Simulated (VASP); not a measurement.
# NiO (Fm-3m) in VASP: single point with PBEsol+U

Aim: the single point of NiO with PBEsol+U.

Program: VASP 6.6.1. These are calculated values, not measurements. Logs are shortened: lines on timing, memory, paths and dates and some standing lists are left out, and cuts for length are marked.

### Step 1. The cell of the first run

It takes space group Fm-3m (No. 225, cubic). Conventional cell: a = 4.168 Å, b = 4.168 Å, c = 4.168 Å, α = 90.00°, β = 90.00°, γ = 90.00°. Ni (site symmetry m-3m) has 6 O at 2.08 Å within 2.8 Å. O (site symmetry m-3m) has 6 Ni at 2.08 Å within 2.8 Å.

### Step 2. Single point, PBEsol+U, collinear spin, ferromagnetic start

INCAR reads:

```
SYSTEM = NiO
ALGO = Normal ; EDIFF = 1E-6
ENCUT = 1340 ; GGA = PS
GGA_COMPAT = .False. ; ISIF = 2
ISMEAR = -1 ; ISPIN = 2
LASPH = .True. ; LCHARG = .False.
LDAU = .True. ; LDAUJ = 0 0
LDAUL = 2 -1 ; LDAUPRINT = 1
LDAUTYPE = 2 ; LDAUU = 6.2 0
LMAXMIX = 4 ; LORBIT = 11
LREAL = .False. ; LWAVE = .False.
MAGMOM = 2 0 ; NBANDS = 23
NELM = 200 ; PREC = Accurate
SIGMA = 0.02
```

KPOINTS reads:

```
k-points
0
Gamma
  8 8 8
  0 0 0
```

POSCAR reads:

```
NiO
1.0
    0.0000000000      2.0842000000      2.0842000000
    2.0842000000      0.0000000000      2.0842000000
    2.0842000000      2.0842000000      0.0000000000
Ni O
1 1
Direct
    0.5000000000      0.5000000000      0.5000000000
    0.0000000000      0.0000000000      0.0000000000
```

Potentials or basis: VASP PAW PBE potentials, release 64 (Ni_sv_GW, O_h).

The run is started by

```bash
$ cat potpaw_PBE.64/Ni_sv_GW/POTCAR potpaw_PBE.64/O_h/POTCAR > POTCAR
$ mpirun -np 1 vasp_std > vasp.out
```

OUTCAR:

```text
SYSTEM = NiO
   EDIFF = 1E-6
   ENCUT = 1340
   GGA = PS
   ISIF = 2
   ISMEAR = -1
   ISPIN = 2
   LASPH = .True.
   LORBIT = 11
   LREAL = .False.
   NELM = 200
   PREC = Accurate

 ion  position               nearest neighbor table
   1  0.500  0.500  0.500-   2 2.08   2 2.08   2 2.08   2 2.08   2 2.08   2 2.08
   2  0.000  0.000  0.000-   1 2.08   1 2.08   1 2.08   1 2.08   1 2.08   1 2.08

  LATTYP: Found a face centered cubic cell.
 ALAT       =     4.1684000000

  Lattice vectors:

 A1 = (   0.0000000000,   2.0842000000,   2.0842000000)
 A2 = (   2.0842000000,   0.0000000000,   2.0842000000)
 A3 = (   2.0842000000,   2.0842000000,   0.0000000000)

Analysis of symmetry for initial positions (statically):
=====================================================================
 Subroutine PRICEL returns:
 Original cell was already a primitive cell.

 Routine SETGRP: Setting up the symmetry group for a
 face centered cubic supercell.

 Subroutine GETGRP returns: Found 48 space group operations
 (whereof 48 operations were pure point group operations)
 out of a pool of 48 trial point group operations.

The static configuration has the point symmetry O_h .

Analysis of symmetry for dynamics (positions and initial velocities):
=====================================================================
 Subroutine PRICEL returns:
 Original cell was already a primitive cell.

 Routine SETGRP: Setting up the symmetry group for a
 face centered cubic supercell.

 Subroutine GETGRP returns: Found 48 space group operations
 (whereof 48 operations were pure point group operations)
 out of a pool of 48 trial point group operations.

The dynamic configuration has the point symmetry O_h .

Analysis of structural, dynamic, and magnetic symmetry:
=====================================================================
 Subroutine PRICEL returns:
 Original cell was already a primitive cell.
[... 173 lines left out ...]
  o =  0.9291  v =  0.0000  0.0000  0.0000  0.0000  0.0000  0.0000  0.4544 -0.0000 -0.8908  0.0000      0.0000  0.0000  0.0000  0.0000  0.0000  0.0000  0.0000  0.0000  0.0000  0.0000
  o =  0.9291  v =  0.0000  0.0000  0.0000  0.0000  0.0000  1.0000  0.0000  0.0000  0.0000  0.0000      0.0000  0.0000  0.0000  0.0000  0.0000  0.0000  0.0000  0.0000  0.0000  0.0000
  o =  0.9291  v =  0.0000  0.0000  0.0000  0.0000  0.0000  0.0000  0.8908  0.0000  0.4544 -0.0000      0.0000  0.0000  0.0000  0.0000  0.0000  0.0000  0.0000  0.0000  0.0000  0.0000
  o =  0.9373  v =  1.0000  0.0000  0.0000  0.0000  0.0000  0.0000  0.0000  0.0000  0.0000  0.0000      0.0000  0.0000  0.0000  0.0000  0.0000  0.0000  0.0000  0.0000  0.0000  0.0000
  o =  0.9373  v =  0.0000  0.0700 -0.0000 -0.9975  0.0000  0.0000  0.0000  0.0000  0.0000  0.0000      0.0000  0.0000  0.0000  0.0000  0.0000  0.0000  0.0000  0.0000  0.0000  0.0000
  o =  0.9373  v =  0.0000 -0.9975 -0.0000 -0.0700 -0.0000  0.0000  0.0000  0.0000  0.0000  0.0000      0.0000  0.0000  0.0000  0.0000  0.0000  0.0000  0.0000  0.0000  0.0000  0.0000
  o =  0.9694  v =  0.0000  0.0000 -0.9998  0.0000 -0.0186  0.0000  0.0000  0.0000  0.0000  0.0000      0.0000  0.0000  0.0000  0.0000  0.0000  0.0000  0.0000  0.0000  0.0000  0.0000
  o =  0.9694  v =  0.0000  0.0000  0.0186 -0.0000 -0.9998  0.0000  0.0000  0.0000  0.0000  0.0000      0.0000  0.0000  0.0000  0.0000  0.0000  0.0000  0.0000  0.0000  0.0000  0.0000

 number of electron      23.9999996 magnetization       2.0000057

 Free energy of the ion-electron system (eV)
  ---------------------------------------------------
  ext. energy  EPLUGINS =         0.00000000
  ---------------------------------------------------
  free energy    TOTEN  =       -10.99478267 eV

  energy without entropy =      -10.99478267  energy(sigma->0) =      -10.99478267

 E-fermi :   7.2819     XC(G=0): -13.3240

 val. band max:        6.6586956697   @ k =   0.5000   0.0000   0.0000
 cond. band min:       8.9237525527   @ k =   0.0000   0.0000   0.0000
 fundamental gap:      2.2650568830
 Fermi energy:         7.2819401739

 spin component 1

 k-point     1 :       0.0000    0.0000    0.0000
  band No.  band energies     occupation
      1     -97.0470      1.00000
      2     -57.5668      1.00000
      3     -57.5668      1.00000
      4     -57.5668      1.00000
      5     -12.6313      1.00000
      6       1.0688      1.00000
[... 1241 lines left out ...]
     22      38.3486      0.00000
     23      39.2103      0.00000

 [... further k-points ...]

------------------------ aborting loop because EDIFF is reached ----------------------------------------

  FORCE on cell =-STRESS in cart. coord.  units (eV):
  Direction    XX          YY          ZZ          XY          YZ          ZX
  --------------------------------------------------------------------------------------
  -------------------------------------------------------------------------------------
  Total        0.2758951      0.2758951      0.2758951     -0.0000000      0.0000000      0.0000000
  in kB       24.4121677     24.4121677     24.4121677     -0.0000000      0.0000000      0.0000000
  external PRESSURE =      24.4121677 kB  Pullay stress =       0.0000000 kB

 VOLUME and BASIS-vectors are now :
 -----------------------------------------------------------------------------
  energy-cutoff  :     1340.00
  volume of cell :       18.11
      direct lattice vectors                 reciprocal lattice vectors
     0.000000000  2.084200000  2.084200000    -0.239900202  0.239900202  0.239900202
     2.084200000  0.000000000  2.084200000     0.239900202 -0.239900202  0.239900202
     2.084200000  2.084200000  0.000000000     0.239900202  0.239900202 -0.239900202

 POSITION                                       TOTAL-FORCE (eV/Angst)
 -----------------------------------------------------------------------------------
      2.08420      2.08420      2.08420         0.000000      0.000000      0.000000
      0.00000      0.00000      0.00000        -0.000000     -0.000000     -0.000000
 -----------------------------------------------------------------------------------
    total drift:                                0.000000      0.000000      0.000000

  FREE ENERGIE OF THE ION-ELECTRON SYSTEM (eV)
  ---------------------------------------------------
  free  energy   TOTEN  =       -10.9947826738 eV

  energy  without entropy=      -10.9947826738  energy(sigma->0) =      -10.99478267

 total charge

# of ion       s       p       d       f       tot
--------------------------------------------------
    1        2.163   6.236   7.715   0.010  16.124
    2        1.023   2.324   0.000   0.000   3.347
--------------------------------------------------
tot          3.186   8.560   7.715   0.010  19.472

 magnetization (x)

# of ion       s       p       d       f       tot
--------------------------------------------------
    1        0.009   0.013   1.757   0.001   1.780
    2        0.022   0.124   0.000   0.000   0.146
--------------------------------------------------
tot          0.031   0.137   1.757   0.001   1.926
```

OSZICAR:

```text
N       E                     dE             d eps       ncg     rms          rms(c)
DAV:   1     0.409976836594E+03    0.40998E+03   -0.22627E+04  3956   0.764E+03
DAV:   2     0.162264743986E+02   -0.39375E+03   -0.36894E+03  4377   0.118E+03
DAV:   3    -0.120368838156E+02   -0.28263E+02   -0.27821E+02  4217   0.324E+02
DAV:   4    -0.126223510478E+02   -0.58547E+00   -0.58517E+00  3861   0.299E+01
DAV:   5    -0.126331040311E+02   -0.10753E-01   -0.10752E-01  3534   0.383E+00    0.150E+01
DAV:   6    -0.112644837406E+02    0.13686E+01   -0.33168E+01  4437   0.335E+02    0.103E+01
DAV:   7    -0.106152774963E+02    0.64921E+00   -0.68115E+00  4004   0.200E+02    0.354E+00
DAV:   8    -0.109074703512E+02   -0.29219E+00   -0.40147E-01  4465   0.223E+01    0.183E+00
DAV:   9    -0.109791080980E+02   -0.71638E-01   -0.19715E-01  4955   0.320E+01    0.756E-01
DAV:  10    -0.109934382809E+02   -0.14330E-01   -0.35007E-02  4708   0.685E+00    0.229E-01
DAV:  11    -0.109945013406E+02   -0.10631E-02   -0.16394E-03  4285   0.119E+00    0.987E-02
DAV:  12    -0.109946462418E+02   -0.14490E-03   -0.43440E-04  4388   0.752E-01    0.618E-02
DAV:  13    -0.109947733984E+02   -0.12716E-03   -0.65533E-05  4605   0.464E-01    0.188E-02
DAV:  14    -0.109947827706E+02   -0.93722E-05   -0.15710E-05  4194   0.220E-01    0.441E-03
DAV:  15    -0.109947826738E+02    0.96820E-07   -0.43323E-07  1908   0.440E-02
   1 F= -.10994783E+02 E0= -.10994783E+02  d E =-.302283E-15  mag=     2.0000
```

stdout:

```text
POSCAR found type information on POSCAR NiO
 POSCAR found :  2 types and       2 ions
 scaLAPACK will be used
 -----------------------------------------------------------------------------
|                                                                             |
|                                                                             |
|     You enforced a specific xc type in the INCAR file but a different       |
|     I HOPE YOU KNOW WHAT YOU ARE DOING!                                     |
|                                                                             |
 -----------------------------------------------------------------------------

 LDA part: xc-table for (Slater+PW92), standard interpolation
 POSCAR, INCAR and KPOINTS ok, starting setup
 FFT: planning ... GRIDC
 FFT: planning ... GRID_SOFT
 FFT: planning ... GRID
 WAVECAR not read
 entering main loop
```

It took 4.9 min on 1 thread of AMD EPYC 7R43 (Zen 3), shared host; peak memory 0.27 GiB.

Results:

```yaml
Free_energy: -10.9948 eV
Pressure: 2.4 GPa
Band_gap_on_the_k_mesh: 2.27 eV (least direct gap 3.37 eV)
Net_moment: 2.00 μB per cell
Site_moments: Ni +1.78; O +0.15 μB
Valence_electrons_inside_the_program's_atomic_spheres: Ni 16.12; O 3.35
```

Eigenvalues of the final occupation matrices:
```csv
site,spin,trace,eigenvalues
site 1 d,1,4.75,0.94 0.94 0.94 0.97 0.97
site 1 d,2,2.99,0.10 0.10 0.93 0.93 0.93
```

Caveat: the PAW data sets were made with another functional, which shifts forces and pressure a little; a cell with one magnetic atom can't hold antiferromagnetic order, which such compounds often take. A k mesh can miss the band edges.
